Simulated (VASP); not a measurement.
# C (Fd-3m) in VASP: further runs

C is run at these levels: PBE; tasks: single point, relaxation of cell and atoms.

Everything below comes from runs of VASP 6.6.1. Logs are shortened: lines on timing, memory, paths and dates and some standing lists are left out, and cuts for length are marked.

### Step 1. The cell of the first run

The structure is cubic, space group Fd-3m (No. 227). Conventional cell: a = 4.311 Å, b = 4.311 Å, c = 4.311 Å, α = 90.00°, β = 90.00°, γ = 90.00°. C (site symmetry -43m) has 4 C at 1.87 Å within 2.5 Å.

### Step 2. Single point, PBE

Contents of INCAR:

```
ALGO = Normal ; EDIFF = 1E-7
ENCUT = 520 ; GGA = PE
ISIF = 2 ; ISMEAR = 0
LASPH = T ; LCHARG = F
LREAL = F ; LWAVE = F
NBANDS = 11 ; NELM = 100
PREC = Accurate ; SIGMA = 0.1
```

Contents of KPOINTS:

```
k-points
0
Gamma
  8 8 8
```

Contents of POSCAR:

```
C
1.0
    0.0000000000      2.1557119985      2.1557119985
    2.1557119985      0.0000000000      2.1557119985
    2.1557119985      2.1557119985      0.0000000000
C
2
Direct
    0.2500000000      0.2500000000      0.2500000000
    0.0000000000      0.0000000000      0.0000000000
```

Potentials or basis: VASP PAW PBE potentials, release 64 (C).

The run is started by

```
> cat potpaw_PBE.64/C/POTCAR > POTCAR
> mpirun -np 1 vasp_std > vasp.out
```

OUTCAR:

```text
EDIFF = 1E-7
   ENCUT = 520
   GGA = PE
   ISIF = 2
   ISMEAR = 0
   LASPH = T
   LREAL = F
   NELM = 100
   PREC = Accurate

 ion  position               nearest neighbor table
   1  0.250  0.250  0.250-   2 1.87   2 1.87   2 1.87   2 1.87
   2  0.000  0.000  0.000-   1 1.87   1 1.87   1 1.87   1 1.87

  LATTYP: Found a face centered cubic cell.
 ALAT       =     4.3114239970

  Lattice vectors:

 A1 = (   0.0000000000,   2.1557119985,   2.1557119985)
 A2 = (   2.1557119985,   0.0000000000,   2.1557119985)
 A3 = (   2.1557119985,   2.1557119985,   0.0000000000)

Analysis of symmetry for initial positions (statically):
=====================================================================
 Subroutine PRICEL returns:
 Original cell was already a primitive cell.

 Routine SETGRP: Setting up the symmetry group for a
 face centered cubic supercell.

 Subroutine GETGRP returns: Found 48 space group operations
 (whereof 24 operations were pure point group operations)
 out of a pool of 48 trial point group operations.

The static configuration has the point symmetry T_d .
 The point group associated with its full space group is O_h .

Analysis of symmetry for dynamics (positions and initial velocities):
=====================================================================
 Subroutine PRICEL returns:
 Original cell was already a primitive cell.

 Routine SETGRP: Setting up the symmetry group for a
 face centered cubic supercell.

 Subroutine GETGRP returns: Found 48 space group operations
 (whereof 24 operations were pure point group operations)
 out of a pool of 48 trial point group operations.

The dynamic configuration has the point symmetry T_d .
 The point group associated with its full space group is O_h .

 Subroutine INISYM returns: Found 48 space group operations
 (whereof 24 operations are pure point group operations),
 and found     1 'primitive' translations

----------------------------------------------------------------------------------------

                                     Primitive cell

  volume of cell :      20.0356

  direct lattice vectors                    reciprocal lattice vectors
     0.000000000  2.155711999  2.155711999    -0.231941929  0.231941929  0.231941929
     2.155711999  0.000000000  2.155711999     0.231941929 -0.231941929  0.231941929
     2.155711999  2.155711999  0.000000000     0.231941929  0.231941929 -0.231941929

  length of vectors
     3.048637145  3.048637145  3.048637145     0.401735206  0.401735206  0.401735206

  position of ions in fractional coordinates (direct lattice)
     0.250000000  0.250000000  0.250000000
     0.000000000  0.000000000  0.000000000

  ion indices of the primitive-cell ions
   primitive index   ion index
                 1           1
                 2           2

----------------------------------------------------------------------------------------

 KPOINTS: k-points

Automatic generation of k-mesh.
 Grid dimensions read from file:
 generate k-points for:    8    8    8

 Generating k-lattice:

  Cartesian coordinates                     Fractional coordinates (reciprocal lattice)
    -0.028992741  0.028992741  0.028992741     0.125000000  0.000000000  0.000000000
     0.028992741 -0.028992741  0.028992741     0.000000000  0.125000000  0.000000000
     0.028992741  0.028992741 -0.028992741     0.000000000  0.000000000  0.125000000

  Length of vectors
     0.050216901  0.050216901  0.050216901

  Shift w.r.t. Gamma in fractional coordinates (k-lattice)
     0.000000000  0.000000000  0.000000000

 Subroutine IBZKPT returns following result:
 ===========================================

 Found     29 irreducible k-points:

 Following reciprocal coordinates:
            Coordinates               Weight
  0.000000  0.000000  0.000000      1.000000
  0.125000  0.000000  0.000000      8.000000
  0.250000  0.000000  0.000000      8.000000
  0.375000  0.000000  0.000000      8.000000
  0.500000  0.000000  0.000000      4.000000
  0.125000  0.125000  0.000000      6.000000
[... 16 lines left out ...]
  0.500000  0.250000  0.125000     48.000000
 -0.375000  0.250000  0.125000     24.000000
 [... further k-points ...]
   k-points           NKPTS =     29   k-points in BZ     NKDIM =     29   number of bands    NBANDS=     11
   number of dos      NEDOS =    301   number of ions     NIONS =      2
   total plane-waves  NPLWV =  13824
   dimension x,y,z NGX =    24 NGY =   24 NGZ =   24
   dimension x,y,z NGXF=    48 NGYF=   48 NGZF=   48
   ions per type =               2
   NGX,Y,Z   is equivalent  to a cutoff of  13.09, 13.09, 13.09 a.u.
   NGXF,Y,Z  is equivalent  to a cutoff of  26.17, 26.17, 26.17 a.u.
 SYSTEM =  unknown system
   PREC   = accura    normal or accurate (medium, high low for compatibility)
   ISTART =      0    job   : 0-new  1-cont  2-samecut
   ICHARG =      2    charge: 1-file 2-atom 10-const
   ISPIN  =      1    spin polarized calculation?
   LNONCOLLINEAR =      F non collinear calculations
   LSORBIT =      F    spin-orbit coupling
   LASPH  =      T    aspherical Exc in radial PAW
   ENCUT  =  520.0 eV  38.22 Ry    6.18 a.u.   5.67  5.67  5.67*2*pi/ulx,y,z
   NELM   =    100;   NELMIN=  2; NELMDL= -5     # of ELM steps
   EDIFF  = 0.1E-06   stopping-criterion for ELM
   LREAL  =      F    real-space projection
   EDIFFG = 0.1E-05   stopping-criterion for IOM
   NSW    =      0    number of steps for IOM
   IBRION =     -1    ionic relax: 0-MD 1-quasi-New 2-CG
   NFREE  =      0    steps in history (QN), initial steepest desc. (CG)
   ISIF   =      2    stress and relaxation
   ISYM   =      2    0-nonsym 1-usesym 2-fastsym
   POTIM  = 0.5000    time-step for ionic-motion
   TEBEG  =    0.0;   TEEND  =   0.0 temperature during run
   PSTRESS=    0.0 pullay stress
   NELECT =       8.0000    total number of electrons
   NUPDOWN=      -1.0000    fix difference up-down
   EMIN   =  10.00;   EMAX   =-10.00  energy-range for DOS
   EFERMI =   0.00;   METHOD = LEGACY
   ISMEAR =     0;   SIGMA  =   0.10  broadening in eV -4-tet -1-fermi 0-gaus
   EFERMI_NEDOS =   21; number of points for ismear=-14 and -15
   IALGO  =     38    algorithm
   IMIX   =      4    mixing-type and parameters
     AMIX     =   0.40;   BMIX     =  1.00
     AMIX_MAG =   1.60;   BMIX_MAG =  1.00
  volume/ion in A,a.u.               =      10.02        67.60
  Fermi-wavevector in a.u.,A,eV,Ry     =   1.205510  2.278083 19.772720  1.453254
  Thomas-Fermi vector in A             =   2.341204
   LORBIT       =      0    0 simple, 1 ext, 2 COOP (PROOUT), +10 PAW based schemes
   GGA     = PE    functional components
   LHFCALC =     F    Hartree Fock is set to
   AEXX    =    0.0000 exact exchange contribution
   IVDW    =     0    specifies the selected vdW correction
   LEPSILON=     F    determine dielectric tensor
   LRPA    =     F    only Hartree local field effects (RPA)
 non-spin polarized calculation
 Gauss-broadening in eV      SIGMA  =   0.10
  energy-cutoff  :      520.00
  volume of cell :       20.04
 maximum number of plane-waves:       560
   NGX = 11   NGY = 11   NGZ = 11

 number of electron       8.0000000 magnetization

 Free energy of the ion-electron system (eV)
  ---------------------------------------------------
  ext. energy  EPLUGINS =         0.00000000
  ---------------------------------------------------
  free energy    TOTEN  =       -14.75001816 eV

  energy without entropy =      -14.75001816  energy(sigma->0) =      -14.75001816

 E-fermi :   3.5661     XC(G=0): -10.5613

 val. band max:        3.0955185345   @ k =   0.0000   0.0000   0.0000
 cond. band min:       5.7272121319   @ k =   0.5000   0.0000   0.0000
 fundamental gap:      2.6316935975
 Fermi energy:         3.5661305044

 k-point     1 :       0.0000    0.0000    0.0000
  band No.  band energies     occupation
      1     -12.1697      2.00000
      2       3.0955      2.00000
      3       3.0955      2.00000
      4       3.0955      2.00000
      5       5.9460      0.00000
      6       7.1585      0.00000
      7       7.1585      0.00000
      8       7.1585      0.00000
      9      16.5778      0.00000
     10      24.2848      0.00000
     11      24.2848      0.00000

 k-point     2 :       0.1250    0.0000    0.0000
  band No.  band energies     occupation
      1     -11.8902      2.00000
      2       1.2421      2.00000
      3       2.7511      2.00000
      4       2.7511      2.00000
      5       6.3243      0.00000
      6       7.6087      0.00000
      7       7.6087      0.00000
      8       8.2233      0.00000
      9      17.0849      0.00000
     10      22.3606      0.00000
     11      22.3606      0.00000

 k-point     3 :       0.2500    0.0000    0.0000
  band No.  band energies     occupation
      1     -11.0754      2.00000
      2      -1.5985      2.00000
      3       2.1259      2.00000
      4       2.1259      2.00000
      5       6.0845      0.00000
      6       8.4188      0.00000
      7       8.4188      0.00000
      8      10.3774      0.00000
      9      17.8871      0.00000
     10      21.4750      0.00000
     11      21.4750      0.00000
[... 267 lines left out ...]
 k-point    23 :       0.5000    0.2500    0.1250
  band No.  band energies     occupation
      1      -9.1564      2.00000
      2      -4.0903      2.00000
      3      -0.7645      2.00000
      4       0.7923      2.00000
      5       7.6445      0.00000
      6       8.7359      0.00000
      7      10.5278      0.00000
      8      11.3682      0.00000
      9      17.9000      0.00000
     10      18.7673      0.00000
     11      22.8551      0.00000

 k-point    24 :      -0.3750    0.2500    0.1250
  band No.  band energies     occupation
      1      -8.2747      2.00000
      2      -5.3023      2.00000
      3      -0.9410      2.00000
      4       0.5179      2.00000
      5       7.5973      0.00000
      6       9.1579      0.00000
      7      10.6327      0.00000
      8      11.9890      0.00000
      9      17.2681      0.00000
     10      19.2552      0.00000
     11      23.0102      0.00000

 [... further k-points ...]

------------------------ aborting loop because EDIFF is reached ----------------------------------------

  FORCE on cell =-STRESS in cart. coord.  units (eV):
  Direction    XX          YY          ZZ          XY          YZ          ZX
  --------------------------------------------------------------------------------------
  -------------------------------------------------------------------------------------
  Total       -9.8041036     -9.8041036     -9.8041036      0.0000000     -0.0000000     -0.0000000
  in kB     -784.0003613   -784.0003613   -784.0003613      0.0000000     -0.0000000     -0.0000000
  external PRESSURE =    -784.0003613 kB  Pullay stress =       0.0000000 kB

 VOLUME and BASIS-vectors are now :
 -----------------------------------------------------------------------------
  energy-cutoff  :      520.00
  volume of cell :       20.04
      direct lattice vectors                 reciprocal lattice vectors
     0.000000000  2.155711999  2.155711999    -0.231941929  0.231941929  0.231941929
     2.155711999  0.000000000  2.155711999     0.231941929 -0.231941929  0.231941929
     2.155711999  2.155711999  0.000000000     0.231941929  0.231941929 -0.231941929

 POSITION                                       TOTAL-FORCE (eV/Angst)
 -----------------------------------------------------------------------------------
      1.07786      1.07786      1.07786         0.000000      0.000000      0.000000
      0.00000      0.00000      0.00000        -0.000000     -0.000000     -0.000000
 -----------------------------------------------------------------------------------
    total drift:                               -0.000000      0.000000      0.000000

  FREE ENERGIE OF THE ION-ELECTRON SYSTEM (eV)
  ---------------------------------------------------
  free  energy   TOTEN  =       -14.7500181642 eV

  energy  without entropy=      -14.7500181642  energy(sigma->0) =      -14.75001816
```

It took 4.9 s on 1 thread of Intel Xeon 8259CL, shared host; peak memory 0.13 GiB.

Results:

```
Free energy            : -14.7500 eV
Pressure               : -78.4 GPa
Band gap on the k mesh : 2.63 eV (least direct gap 2.85 eV)
```

Levels at points of the mesh, in eV from the valence-band top:
```tsv
k point	band 1	band 2	band 3	band 4	band 5	band 6	band 7	band 8
(0.00, 0.00, 0.00)	-15.27	0.00	0.00	0.00	2.85	4.06	4.06	4.06
(0.50, 0.00, 0.00)	-12.07	-8.63	-1.61	-1.61	2.63	6.02	6.02	9.87
(0.50, 0.50, 0.00)	-9.73	-9.73	-3.55	-3.55	3.36	3.36	9.74	9.74
```

Caveat: the cell stands under tension. A k mesh can miss the band edges.

### Step 3. Relaxation of cell and atoms, PBE

Contents of INCAR:

```
SYSTEM = C
PREC = Accurate
ENCUT = 600
EDIFF = 1E-6
ISMEAR = 0
SIGMA = 0.1
LREAL = .False.
LASPH = .True.
NELM = 60
ALGO = Normal
ISIF = 3
LWAVE = .False.
LCHARG = .False.
GGA = PE
IBRION = 2
NSW = 80
EDIFFG = -0.05
```

Contents of KPOINTS:

```
Automatic mesh
0
Gamma
  8 8 8
  0 0 0
```

POSCAR is that of step 2.

Potentials or basis: VASP PAW PBE potentials, release 64 (C).

The run is started by

```
> cat potpaw_PBE.64/C/POTCAR > POTCAR
> mpirun -np 1 vasp_std > vasp.out
```

Wall time 9.3 s (1 thread of Intel Xeon 8259CL, shared host); peak memory 0.13 GiB.

It converged, with:

- Free energy: -18.2090 eV
- Relaxed volume: 5.69 Å³/atom
- Relaxed cell: a = 2.524 Å, b = 2.524 Å, c = 2.524 Å, α = 60.00°, β = 60.00°, γ = 60.00°
- Space group after relaxing (to 0.1 Å): Fd-3m (No. 227)
- Energy gained by relaxing: 1729.4 meV/atom
- Ionic steps: 4
- Pressure after relaxing: 1.0 GPa
- Band gap on the k mesh: 4.13 eV (least direct gap 5.58 eV)

The path:
```csv
step,energy change (eV),largest force (eV/Å),pressure (GPa),volume (Å³)
1,0.0000,0.0000,-78.56,20.04
2,-2.3780,0.0000,167.85,8.90
3,-3.4573,0.0000,-4.24,11.51
4,-3.4587,0.0000,0.97,11.37
```

Final structure:
```
CELL_PARAMETERS angstrom
0.00000 1.78476 1.78476
1.78476 0.00000 1.78476
1.78476 1.78476 0.00000
ATOMIC_POSITIONS crystal
C 0.25000 0.25000 0.25000
C 0.00000 0.00000 0.00000
```

Levels at points of the mesh, in eV from the valence-band top:
| k point | band 1 | band 2 | band 3 | band 4 | band 5 | band 6 | band 7 | band 8 |
| --- | --- | --- | --- | --- | --- | --- | --- | --- |
| (0.00, 0.00, 0.00) | -21.44 | 0.00 | 0.00 | 0.00 | 5.58 | 5.58 | 5.58 | 13.28 |
| (0.50, 0.00, 0.00) | -15.68 | -13.35 | -2.79 | -2.79 | 8.45 | 8.45 | 8.82 | 15.68 |
| (0.50, 0.50, 0.00) | -12.75 | -12.75 | -6.28 | -6.28 | 4.76 | 4.76 | 16.77 | 16.77 |

Caveat: the volume moved by over 15 % at a fixed basis, so the end points are rough.
